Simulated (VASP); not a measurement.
# Ir in VASP: a series of runs

Runs on Ir. Level: PBE+D3(BJ). Tasks: single point.

All numbers are computed with VASP 6.6.1; they aren't measurements. Logs are shortened: lines on timing, memory, paths and dates and some standing lists are left out, and cuts for length are marked.

## Step 1: The cell of the first run

The cell holds a slab with vacuum, 16 atoms: a = 5.431 Å, b = 5.431 Å, c = 23.652 Å, α = 90.00°, β = 90.00°, γ = 120.00°.

## Step 2: Single point, PBE+D3(BJ)

INCAR

```
SYSTEM = Ir
PREC = Accurate ; ENCUT = 520
EDIFF = 1E-7 ; ISMEAR = 0
SIGMA = 0.1 ; LREAL = Auto
LASPH = .TRUE. ; NELM = 100
ALGO = Normal ; ISIF = 2
LWAVE = .FALSE. ; LCHARG = .TRUE.
LDIPOL = .TRUE. ; IDIPOL = 3
DIPOL = 0.5 0.5 0.499 ; GGA = PE
IVDW = 12 ; LELF = .TRUE.
LVHAR = .TRUE. ; LVACPOTAV = .TRUE.
NBANDS = 86
```

KPOINTS

```
Automatic mesh
0
G
  6 6 1
  0 0 0
```

POSCAR

```
Ir
1.0
    5.4313155574      0.0000000000      0.0000000000
   -2.7156577787      4.7036572487      0.0000000000
    0.0000000000      0.0000000000     23.6519758739
Ir
16
Direct
    0.3333333333      0.1666666667      0.3593780091
    0.3333333333      0.6666666667      0.3593780091
    0.8333333333      0.1666666667      0.3593780091
    0.8333333333      0.6666666667      0.3593780091
    0.6666666667      0.3333333333      0.4531260030
    0.6666666667      0.8333333333      0.4531260030
    0.1666666667      0.3333333333      0.4531260030
    0.1666666667      0.8333333333      0.4531260030
    0.0000000000      0.5000000000      0.5455371378
    0.0000000000      0.0000000000      0.5455371378
    0.5000000000      0.5000000000      0.5455371378
    0.5000000000      0.0000000000      0.5455371378
    0.3333333333      0.6666666667      0.6380486412
    0.3333333333      0.1666666667      0.6380486412
    0.8333333333      0.6666666667      0.6380486412
    0.8333333333      0.1666666667      0.6380486412
```

Potentials or basis: VASP PAW PBE potentials, release 64 (Ir).

On the command line:

```console
$ cat potpaw_PBE.64/Ir/POTCAR > POTCAR
$ mpirun -np 1 vasp_std > vasp.out
```

OUTCAR:

```text
SYSTEM = Ir
   PREC = Accurate
   ENCUT = 520
   EDIFF = 1E-7
   ISMEAR = 0
   LREAL = Auto
   LASPH = .TRUE.
   NELM = 100
   ISIF = 2
   GGA = PE
   IVDW = 12
 IVDW          = 12

 ion  position               nearest neighbor table
   1  0.333  0.167  0.359-   7 2.72   5 2.72   8 2.72   3 2.72   3 2.72   2 2.72   2 2.72   4 2.72
                             4 2.72
   2  0.333  0.667  0.359-   8 2.72   6 2.72   7 2.72   4 2.72   4 2.72   3 2.72   1 2.72   1 2.72
                             3 2.72
   3  0.833  0.167  0.359-   5 2.72   7 2.72   6 2.72   1 2.72   1 2.72   2 2.72   4 2.72   4 2.72
                             2 2.72
   4  0.833  0.667  0.359-   6 2.72   8 2.72   5 2.72   2 2.72   2 2.72   1 2.72   3 2.72   3 2.72
                             1 2.72
   5  0.667  0.333  0.453-   9 2.69  12 2.69  11 2.69   3 2.72   1 2.72   4 2.72   7 2.72   7 2.72
                             6 2.72   6 2.72   8 2.72   8 2.72
   6  0.667  0.833  0.453-  10 2.69  11 2.69  12 2.69   4 2.72   2 2.72   3 2.72   8 2.72   8 2.72
                             7 2.72   5 2.72   5 2.72   7 2.72
   7  0.167  0.333  0.453-  11 2.69  10 2.69   9 2.69   1 2.72   3 2.72   2 2.72   5 2.72   5 2.72
                             6 2.72   8 2.72   8 2.72   6 2.72
   8  0.167  0.833  0.453-  12 2.69   9 2.69  10 2.69   2 2.72   4 2.72   1 2.72   6 2.72   6 2.72
                             5 2.72   7 2.72   7 2.72   5 2.72
   9  0.000  0.500  0.546-   5 2.69   8 2.69   7 2.69  13 2.69  16 2.69  15 2.69  11 2.72  11 2.72
                            10 2.72  10 2.72  12 2.72  12 2.72
  10  0.000  0.000  0.546-   6 2.69   7 2.69   8 2.69  14 2.69  15 2.69  16 2.69  12 2.72  12 2.72
                            11 2.72   9 2.72   9 2.72  11 2.72
  11  0.500  0.500  0.546-   7 2.69   6 2.69   5 2.69  15 2.69  14 2.69  13 2.69   9 2.72   9 2.72
                            10 2.72  12 2.72  12 2.72  10 2.72
  12  0.500  0.000  0.546-   8 2.69   5 2.69   6 2.69  16 2.69  13 2.69  14 2.69  10 2.72  10 2.72
                             9 2.72  11 2.72  11 2.72   9 2.72
  13  0.333  0.667  0.638-   9 2.69  12 2.69  11 2.69  15 2.72  15 2.72  16 2.72  14 2.72  14 2.72
                            16 2.72
  14  0.333  0.167  0.638-  10 2.69  11 2.69  12 2.69  16 2.72  16 2.72  13 2.72  13 2.72  15 2.72
                            15 2.72
  15  0.833  0.667  0.638-  11 2.69  10 2.69   9 2.69  13 2.72  13 2.72  16 2.72  16 2.72  14 2.72
                            14 2.72
  16  0.833  0.167  0.638-  12 2.69   9 2.69  10 2.69  14 2.72  14 2.72  15 2.72  15 2.72  13 2.72
                            13 2.72

  LATTYP: Found a hexagonal cell.
 ALAT       =     5.4313155574
 C/A-ratio  =     4.3547416135

  Lattice vectors:

 A1 = (   5.4313155574,   0.0000000000,   0.0000000000)
 A2 = (  -2.7156577787,   4.7036572487,   0.0000000000)
 A3 = (   0.0000000000,   0.0000000000,  23.6519758739)

Analysis of symmetry for initial positions (statically):
=====================================================================
 Subroutine PRICEL returns following result:

  LATTYP: Found a hexagonal cell.
 ALAT       =     2.7156577787
 C/A-ratio  =     8.7094832270

  Lattice vectors:

 A1 = (   2.7156577787,   0.0000000000,   0.0000000000)
 A2 = (  -1.3578288893,   2.3518286243,   0.0000000000)
 A3 = (   0.0000000000,   0.0000000000,  23.6519758739)

   4 primitive cells build up your supercell.

 Routine SETGRP: Setting up the symmetry group for a
 hexagonal supercell.

 Subroutine GETGRP returns: Found  6 space group operations
 (whereof  6 operations were pure point group operations)
 out of a pool of 24 trial point group operations.

The static configuration has the point symmetry C_3v.

Analysis of symmetry for dynamics (positions and initial velocities):
=====================================================================
 Subroutine PRICEL returns following result:

  LATTYP: Found a hexagonal cell.
 ALAT       =     2.7156577787
 C/A-ratio  =     8.7094832270

  Lattice vectors:

 A1 = (   2.7156577787,   0.0000000000,   0.0000000000)
 A2 = (  -1.3578288893,   2.3518286243,   0.0000000000)
 A3 = (   0.0000000000,   0.0000000000,  23.6519758739)

   4 primitive cells build up your supercell.

 Routine SETGRP: Setting up the symmetry group for a
 hexagonal supercell.

 Subroutine GETGRP returns: Found  6 space group operations
 (whereof  6 operations were pure point group operations)
 out of a pool of 24 trial point group operations.

The dynamic configuration has the point symmetry C_3v.

 Subroutine INISYM returns: Found  6 space group operations
 (whereof  6 operations are pure point group operations),
 and found     4 'primitive' translations

----------------------------------------------------------------------------------------

                                     Primitive cell

  volume of cell :     151.0595

  direct lattice vectors                    reciprocal lattice vectors
[... 81 lines left out ...]
   POTIM  = 0.5000    time-step for ionic-motion
   TEBEG  =    0.0;   TEEND  =   0.0 temperature during run
   PSTRESS=    0.0 pullay stress
   NELECT =     144.0000    total number of electrons
   NUPDOWN=      -1.0000    fix difference up-down
   EMIN   =  10.00;   EMAX   =-10.00  energy-range for DOS
   EFERMI =   0.00;   METHOD = LEGACY
   ISMEAR =     0;   SIGMA  =   0.10  broadening in eV -4-tet -1-fermi 0-gaus
   EFERMI_NEDOS =   21; number of points for ismear=-14 and -15
   IALGO  =     38    algorithm
   IMIX   =      4    mixing-type and parameters
     AMIX     =   0.40;   BMIX     =  1.00
     AMIX_MAG =   1.60;   BMIX_MAG =  1.00
  volume/ion in A,a.u.               =      37.76       254.85
  Fermi-wavevector in a.u.,A,eV,Ry     =   1.014985  1.918044 14.016647  1.030195
  Thomas-Fermi vector in A             =   2.148244
   LORBIT       =      0    0 simple, 1 ext, 2 COOP (PROOUT), +10 PAW based schemes
   GGA     = PE    functional components
   LHFCALC =     F    Hartree Fock is set to
   AEXX    =    0.0000 exact exchange contribution
   IVDW    =    12    specifies the selected vdW correction
   LEPSILON=     F    determine dielectric tensor
   LRPA    =     F    only Hartree local field effects (RPA)
 non-spin polarized calculation
 Gauss-broadening in eV      SIGMA  =   0.10
  energy-cutoff  :      520.00
  volume of cell :      604.24
 maximum number of plane-waves:     16320
   NGX = 21   NGY = 21   NGZ = 87

 dipolmoment           0.000000      0.000000      0.006806 electrons x Angstroem

 number of electron     144.0000002 magnetization

 dipolmoment           0.000000      0.000000     -0.002446 electrons x Angstroem

 Free energy of the ion-electron system (eV)
  ---------------------------------------------------
  ext. energy  EPLUGINS =         0.00000000
  ---------------------------------------------------
  free energy    TOTEN  =      -134.55870271 eV

  energy without entropy =     -134.46785416  energy(sigma->0) =     -134.51327844

 E-fermi :   0.4684     XC(G=0):  -6.0631

 val. band max:        0.4335783470   @ k =   0.3333   0.0000   0.0000
 cond. band min:       0.5021704483   @ k =   0.1667   0.1667   0.0000
 fundamental gap:      0.0685921013
 Fermi energy:         0.4683834183

 k-point     1 :       0.0000    0.0000    0.0000
  band No.  band energies     occupation
      1     -10.1276      2.00000
      2      -8.5995      2.00000
      3      -7.4166      2.00000
      4      -7.3367      2.00000
      5      -7.2268      2.00000
      6      -7.2268      2.00000
[... 76 lines left out ...]
     83       2.0391      0.00000
     84       2.0391      0.00000

 k-point     2 :       0.1667    0.0000    0.0000
  band No.  band energies     occupation
      1      -9.8603      2.00000
      2      -8.3379      2.00000
      3      -7.2290      2.00000
      4      -7.1591      2.00000
      5      -7.0643      2.00000
      6      -7.0400      2.00000
[... 424 lines left out ...]
     83       1.3248      0.00000
     84       1.3362      0.00000

 k-point     7 :       0.3333    0.3333    0.0000
  band No.  band energies     occupation
      1      -7.5334      2.00000
      2      -7.5334      2.00000
      3      -7.5334      2.00000
      4      -6.4833      2.00000
      5      -6.4833      2.00000
      6      -6.4833      2.00000
[... 76 lines left out ...]
     83       0.8867      0.00000
     84       0.9677      0.00000
 [bands above 84 left out]

------------------------ aborting loop because EDIFF is reached ----------------------------------------

 Edisp (eV)   -8.68405

 E8    (eV) :    -4.1974

  FORCE on cell =-STRESS in cart. coord.  units (eV):
  Direction    XX          YY          ZZ          XY          YZ          ZX
  --------------------------------------------------------------------------------------
  -------------------------------------------------------------------------------------
  Total     -13.48152   -13.48152    -1.44840     0.00000     0.00000     0.00000
  in kB     -35.74715   -35.74715    -3.84052     0.00000     0.00000     0.00000
  external pressure =      -25.11 kB  Pullay stress =        0.00 kB

 VOLUME and BASIS-vectors are now :
 -----------------------------------------------------------------------------
  energy-cutoff  :      520.00
  volume of cell :      604.24
      direct lattice vectors                 reciprocal lattice vectors
     5.431315557  0.000000000  0.000000000     0.184117455  0.106300262  0.000000000
    -2.715657779  4.703657249  0.000000000     0.000000000  0.212600525  0.000000000
     0.000000000  0.000000000 23.651975874     0.000000000  0.000000000  0.042279766

 POSITION                                       TOTAL-FORCE (eV/Angst)
 -----------------------------------------------------------------------------------
      1.35783      0.78394      8.50000         0.000000     -0.000000      0.247823
     -0.00000      3.13577      8.50000         0.000000      0.000000      0.247823
      4.07349      0.78394      8.50000        -0.000000      0.000000      0.247823
      2.71566      3.13577      8.50000         0.000000     -0.000000      0.247823
      2.71566      1.56789     10.71733        -0.000000     -0.000000     -0.299533
      1.35783      3.91971     10.71733        -0.000000      0.000000     -0.299533
[... 8 lines left out ...]
      2.71566      3.13577     15.09111        -0.000000      0.000000      0.055917
      4.07349      0.78394     15.09111         0.000000     -0.000000      0.055917
 -----------------------------------------------------------------------------------
    total drift:                                0.000000     -0.000000      0.007890

  FREE ENERGIE OF THE ION-ELECTRON SYSTEM (eV)
  ---------------------------------------------------
  free  energy   TOTEN  =      -143.2427542241 eV

  energy  without entropy=     -143.1519056715  energy(sigma->0) =     -143.19732995

 vacuum level on the upper side and lower side of the slab         5.905         5.922
```

Run time: 20 min. Hardware: 1 thread of Intel Xeon Platinum 8488C (Sapphire Rapids), shared host; peak memory 0.7 GiB.

What came out:

* Free energy: -143.2428 eV
* Largest force: 0.300 eV/Å
* Band gap on the k mesh: zero (band 72 reaches 1.23 eV, above the bottom of band 73 at -0.10 eV)
* Dispersion energy per atom: -0.543 eV

Forces in eV/Å, atoms in the order of the input:
```
Ir   0.000  0.000  0.248
Ir   0.000  0.000  0.248
Ir   0.000  0.000  0.248
Ir   0.000  0.000  0.248
Ir   0.000  0.000 -0.300
Ir   0.000  0.000 -0.300
Ir   0.000  0.000 -0.300
Ir   0.000  0.000 -0.300
Ir   0.000  0.000 -0.004
Ir   0.000  0.000 -0.004
Ir   0.000  0.000 -0.004
Ir   0.000  0.000 -0.004
Ir   0.000  0.000  0.056
Ir   0.000  0.000  0.056
Ir   0.000  0.000  0.056
Ir   0.000  0.000  0.056
```

Levels at points of the mesh, in eV from the Fermi level:
| k point | band 69 | band 70 | band 71 | band 72 | band 73 | band 74 | band 75 | band 76 | band 77 | band 78 |
| --- | --- | --- | --- | --- | --- | --- | --- | --- | --- | --- |
| (0.00, 0.00, 0.00) | 0.61 | 0.61 | 0.61 | 0.76 | 0.76 | 0.87 | 0.87 | 0.87 | 1.12 | 1.12 |
| (0.50, 0.00, 0.00) | -0.88 | -0.88 | -0.88 | -0.88 | -0.56 | -0.56 | 0.05 | 0.05 | 0.22 | 0.22 |

Caveat: spin-orbit coupling is left out, which moves the levels of the heavy elements.

## Step 3: Single point, PBE+D3(BJ)

This run uses another cell than the first one: it holds 12 atoms, not 16.

INCAR

```
PREC = Accurate
ENCUT = 520
EDIFF = 1E-7
ISMEAR = 0
SIGMA = 0.1
LREAL = False
LASPH = True
NELM = 80
ALGO = Normal
ISIF = 2
LWAVE = False
LCHARG = False
LDIPOL = True
IDIPOL = 3
DIPOL = 0.5 0.5 0.498
GGA = PE
IVDW = 12
NBANDS = 66
```

KPOINTS

```
regular mesh
0
Gamma
  4 4 1
```

POSCAR

```
Ir
1.0
    5.4313155574      0.0000000000      0.0000000000
   -2.7156577787      4.7036572487      0.0000000000
    0.0000000000      0.0000000000     20.4346505826
Ir
12
Direct
    0.3333333333      0.1666666667      0.3914918911
    0.3333333333      0.6666666667      0.3914918911
    0.8333333333      0.1666666667      0.3914918911
    0.8333333333      0.6666666667      0.3914918911
    0.6666666667      0.3333333333      0.4978832103
    0.6666666667      0.8333333333      0.4978832103
    0.1666666667      0.3333333333      0.4978832103
    0.1666666667      0.8333333333      0.4978832103
    0.0000000000      0.5000000000      0.6042734471
    0.0000000000      0.0000000000      0.6042734471
    0.5000000000      0.5000000000      0.6042734471
    0.5000000000      0.0000000000      0.6042734471
```

Potentials or basis: VASP PAW PBE potentials, release 64 (Ir).

On the command line:

```console
$ cat potpaw_PBE.64/Ir/POTCAR > POTCAR
$ mpirun -np 1 vasp_std > vasp.out
```

Run time: 4.3 min. Hardware: 1 thread of Intel Xeon Platinum 8559C (Emerald Rapids), shared host; peak memory 0.54 GiB.

Results (log left out):

- Free energy: -104.7301 eV
- Largest force: 0.044 eV/Å
- Band gap on the k mesh: zero (band 54 reaches 0.47 eV, above the bottom of band 55 at -0.69 eV)
- Dispersion energy per atom: -0.484 eV

Forces on the atoms (eV/Å):
```
Ir   0.000  0.000 -0.044
Ir   0.000  0.000 -0.044
Ir   0.000  0.000 -0.044
Ir   0.000  0.000 -0.044
Ir   0.000  0.000  0.000
Ir   0.000  0.000  0.000
Ir   0.000  0.000  0.000
Ir   0.000  0.000  0.000
Ir   0.000  0.000  0.044
Ir   0.000  0.000  0.044
Ir   0.000  0.000  0.044
Ir   0.000  0.000  0.044
```

Levels at points of the mesh, in eV from the Fermi level:
| k point | band 49 | band 50 | band 51 | band 52 | band 53 | band 54 | band 55 | band 56 | band 57 | band 58 |
| --- | --- | --- | --- | --- | --- | --- | --- | --- | --- | --- |
| (0.00, 0.00, 0.00) | 0.32 | 0.32 | 0.49 | 0.49 | 0.49 | 0.67 | 0.67 | 0.92 | 0.92 | 0.92 |
| (0.50, 0.00, 0.00) | -1.19 | -1.19 | -0.99 | -0.99 | -0.51 | -0.51 | -0.49 | -0.49 | -0.35 | -0.35 |

Caveat: spin-orbit coupling is left out, which moves the levels of the heavy elements.

## Step 4: Single point, PBE+D3(BJ)

This run uses another cell than the first one: it holds 12 atoms, not 16.

INCAR

```
SYSTEM = Ir
  PREC = Accurate
  ENCUT = 520
  EDIFF = 1E-6
  ISMEAR = 0
  SIGMA = 0.1
  LREAL = .FALSE.
  LASPH = .TRUE.
  NELM = 60
  ALGO = Normal
  ISIF = 2
  LWAVE = .FALSE.
  LCHARG = .FALSE.
  LDIPOL = .TRUE.
  IDIPOL = 3
  DIPOL = 0.5 0.5 0.411
  GGA = PE
  IVDW = 12
  NBANDS = 66
```

KPOINTS

```
Automatic mesh
0
G
  4 4 1
  0 0 0
```

POSCAR

```
Ir
1.0
    5.4313155572      0.0000000000      0.0000000000
   -2.7156577786      4.7036572485      0.0000000000
    0.0000000000      0.0000000000     24.7653505824
Ir
12
Direct
    0.3333333333      0.1666666667      0.3230319706
    0.3333333333      0.6666666667      0.3230319706
    0.8333333333      0.1666666667      0.3230319706
    0.8333333333      0.6666666667      0.3230319706
    0.6683020631      0.3342985591      0.4132140230
    0.6627977427      0.8315204394      0.4124580271
    0.1650517651      0.3315552160      0.4096514776
    0.1650957163      0.8336085039      0.4097764798
    0.0100680569      0.5050036298      0.5028292425
   -0.0011698495     -0.0004540821      0.4968035471
    0.5023928088      0.4996148598      0.4996645777
    0.5023894447      0.0028139234      0.4996370488
```

On the command line:

```console
$ cat potpaw_PBE.64/Ir/POTCAR > POTCAR
$ mpirun -np 1 vasp_std > vasp.out
```

Run time: 21 min. Hardware: 1 thread of Intel Xeon Platinum 8259CL at 2.50GHz (Skylake/Cascade Lake), shared host; peak memory 0.79 GiB.

The run converged. Its results:

| Item | Value |
| --- | --- |
| Free energy | -104.6126 eV |
| Largest force | 0.971 eV/Å |
| Band gap on the k mesh | zero (band 54 reaches -0.48 eV, above the bottom of band 55 at -1.59 eV) |
| Dispersion energy per atom | -0.482 eV |

Forces in eV/Å, atoms in the order of the input:
```
Ir   0.136  0.076  0.096
Ir   0.048  0.034 -0.090
Ir  -0.181  0.021  0.110
Ir  -0.069 -0.162  0.117
Ir   0.024  0.008 -0.368
Ir   0.028  0.011 -0.443
Ir   0.036  0.212  0.408
Ir   0.201 -0.079  0.376
Ir  -0.236 -0.132 -0.933
Ir   0.179  0.103  0.773
Ir  -0.153  0.075 -0.029
Ir  -0.013 -0.166 -0.019
```

Levels at points of the mesh, in eV from the Fermi level:
```tsv
k point	band 50	band 51	band 52	band 53	band 54	band 55	band 56	band 57	band 58	band 59
(0.00, 0.00, 0.00)	0.37	0.44	0.44	0.50	0.63	0.65	0.87	0.89	0.95	0.98
(0.50, 0.00, 0.00)	-1.13	-0.98	-0.92	-0.53	-0.49	-0.48	-0.46	-0.35	-0.33	0.37
(0.00, 0.50, 0.00)	-1.13	-1.00	-0.90	-0.54	-0.50	-0.48	-0.46	-0.35	-0.30	0.35
(0.50, 0.50, 0.00)	-1.13	-1.00	-0.90	-0.54	-0.50	-0.48	-0.46	-0.35	-0.30	0.35
```

Caveat: spin-orbit coupling is left out, which moves the levels of the heavy elements.

## Step 5: Overview

| cell | k mesh | gap on the mesh (eV) | largest force (eV/Å) |
| --- | --- | --- | --- |
| a = 5.431, b = 5.431, c = 23.652 Å, angles 90.0, 90.0, 120.0°, 16 atoms | 6 × 6 × 1 | none | 0.30 |
| a = 5.431, b = 5.431, c = 20.435 Å, angles 90.0, 90.0, 120.0°, 12 atoms | 4 × 4 × 1 | none | 0.04 |
| a = 5.431, b = 5.431, c = 24.765 Å, angles 90.0, 90.0, 120.0°, 12 atoms | 4 × 4 × 1 | none | 0.97 |

Alike in all rows: task single point; level PBE+D3(BJ); potentials or basis VASP PAW PBE potentials, release 64 (Ir); no spin polarisation; cutoff (eV) 520; smearing gaussian 0.1 eV.

Caveats: spin-orbit coupling is left out, which moves the levels of the heavy elements.

Total energies depend on the potentials used, so only differences within one code and one set of settings carry meaning.
